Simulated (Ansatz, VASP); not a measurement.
**One calculation of Al, two programs**

File INCAR:

```
SYSTEM = Al
ALGO = Normal
DIPOL = 0.5 0.5 0.660
EDIFF = 1E-6
ENCUT = 400
GGA = PE
GGA_COMPAT = .FALSE.
IDIPOL = 3
ISIF = 2
ISMEAR = 1
IVDW = 12
LASPH = .TRUE.
LCHARG = .TRUE.
LDIPOL = .TRUE.
LELF = .TRUE.
LREAL = .FALSE.
LVACPOTAV = .TRUE.
LVHAR = .TRUE.
LWAVE = .FALSE.
NBANDS = 14
NELM = 120
NELMDL = -8
PREC = Accurate
SIGMA = 0.1
```

Contents of KPOINTS:

```
k-points
0
G
  12 12 1
  0 0 0
```

The input POSCAR:

```
Al
1.0
    2.9108335801      0.0000000000      0.0000000000
    0.0000000000      2.9108335801      0.0000000000
    0.0000000000      0.0000000000     26.0291690408
Al
4
Direct
    0.0000000000      0.0000000000      0.5475671436
    0.5000000000      0.5000000000      0.6219975063
    0.0000000000      0.0000000000      0.6974703504
    0.5000000000      0.5000000000      0.7748465842
```

Input for Ansatz:

```yaml
crystal:
  lattice:
    - [2.9108335801, 0.0, 0.0]
    - [0.0, 2.9108335801, 0.0]
    - [0.0, 0.0, 26.0291690408]
  atoms:
    - { symbol: Al, position: [0.0, 0.0, 0.5475671436] }
    - { symbol: Al, position: [0.5, 0.5, 0.6219975063] }
    - { symbol: Al, position: [0.0, 0.0, 0.6974703504] }
    - { symbol: Al, position: [0.5, 0.5, 0.7748465842] }
basis:
  ecutwfc: 420
kpoints:
  mp_grid: { grid: [12, 12, 1] }
hamiltonian:
  xc: pbe
  dispersion: d3bj
  pseudopotentials: { kind: paw, azcp: { folder: soft_1 } }
scf:
  occupations: { method: methfessel_paxton, width: 0.1 }
  n_extra_bands: 8
  max_iter: 160
output:
  forces: true
  eigenvalues: true
  write_density: true
  write_potential: true
  elf: true
  volumetric_format: npy
efield:
  axis: 3
  dipole_correction: true
```

Alike in both runs: task single point; functional PBE; dispersion D3(BJ); k mesh 12 × 12 × 1; occupations methfessel-paxton of order 1, width 0.1 eV; no spin polarisation.

|  | VASP | Ansatz |
| --- | --- | --- |
| version | VASP 6.6.1 | Ansatz 0.2.0 |
| potentials or method | VASP PAW PBE potentials, release 64 (Al), cutoff 400 eV | scalar-relativistic, plane waves, PAW |
| valence electrons in the cell | 12 | 12 |

|  | VASP | Ansatz | Ansatz less VASP |
| --- | --- | --- | --- |
| gap on the k mesh at the Fermi level (eV) | none | none | - |
| rms of the force components (eV/Å) | 0.092 | 0.092 | 0.0000 |

Atom by atom the forces differ by 0.000 eV/Å (rms over components). A gap of «none» marks a metal or a gap that the smearing closes. Ansatz's warnings: xc potential rough in thin density.
